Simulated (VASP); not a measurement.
## Li: single point with PBEsol

Crystal: Li.

```xyz
4
Lattice="3.0841 0.0000 0.0000 -1.5421 2.6709 0.0000 0.0000 0.0000 10.3837" Properties=species:S:1:pos:R:3 pbc="T T T"
Li    0.0000    0.0000    0.0000
Li    0.0000    1.7806    2.5959
Li    0.0000    0.0000    5.1919
Li    1.5421    0.8903    7.7878
```

```yaml
Program: VASP 6.6.1
Task: single point
Functional: PBEsol
Potentials_or_basis: VASP PAW PBE potentials, release 64 (Li_sv)
Cutoff: 520 eV
k_mesh: 9 × 9 × 3
Occupations: fermi-dirac, width 0.15 eV
Spin: no spin polarisation
Dipole_correction: no
Further_INCAR_settings: ALGO = Normal; EDIFF = 1e-06; NBANDS = 14
```

```yaml
Band_gap_on_the_k_mesh: zero (band 6 reaches 2.11 eV, above the bottom of band 7 at -1.96 eV)
```

Levels at points of the mesh, in eV from the Fermi level:
```tsv
k point	band 2	band 3	band 4	band 5	band 6	band 7	band 8	band 9	band 10	band 11
(0.00, 0.00, 0.00)	-46.01	-46.01	-46.00	-3.49	-2.45	-2.45	-0.15	2.52	7.23	7.23
```

Wall time 14 s on 1 thread of AMD EPYC 9R14 (Zen 4), on a shared host, peak memory 0.16 GiB.
